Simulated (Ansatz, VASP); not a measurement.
**One calculation of Li4CF, two programs**

```
CELL_PARAMETERS angstrom
3.52889 0.00000 0.00000
0.00000 3.52889 0.00000
0.00000 0.00000 5.13683
ATOMIC_POSITIONS crystal
Li 0.50000 0.00000 0.23815
Li 0.00000 0.50000 0.76185
Li 0.50000 0.00000 0.76185
Li 0.00000 0.50000 0.23815
C 0.00000 0.00000 0.00000
F 0.50000 0.50000 0.50000
```

Alike in both runs: functional PBE; k mesh 10 × 10 × 8; occupations gaussian, width 0.1 eV; no spin polarisation.

Ansatz relaxed the structure, and its values are those at the end. VASP's run is a single point on that final structure, the one shown.

|  | VASP | Ansatz |
| --- | --- | --- |
| version | VASP 6.6.1 | Ansatz 0.2.0 |
| potentials or method | VASP PAW PBE potentials, release 64 (Li_sv, C, F), cutoff 520 eV | scalar-relativistic, plane waves, PAW |
| valence electrons in the cell | 23 | 23 |

VASP gave:

| Property | Result |
| --- | --- |
| gap on the k mesh at the Fermi level (eV) | none |
| rms of the force components (eV/Å) | 0.008 |

Task: What did Ansatz give for the same quantities?

Result: gap on the k mesh at the Fermi level (eV): none; rms of the force components (eV/Å): 0.000.

A gap of «none» marks a metal or a gap that the smearing closes.

Noted on VASP's run: the cutoff is short for stress, so the pressure is rough.
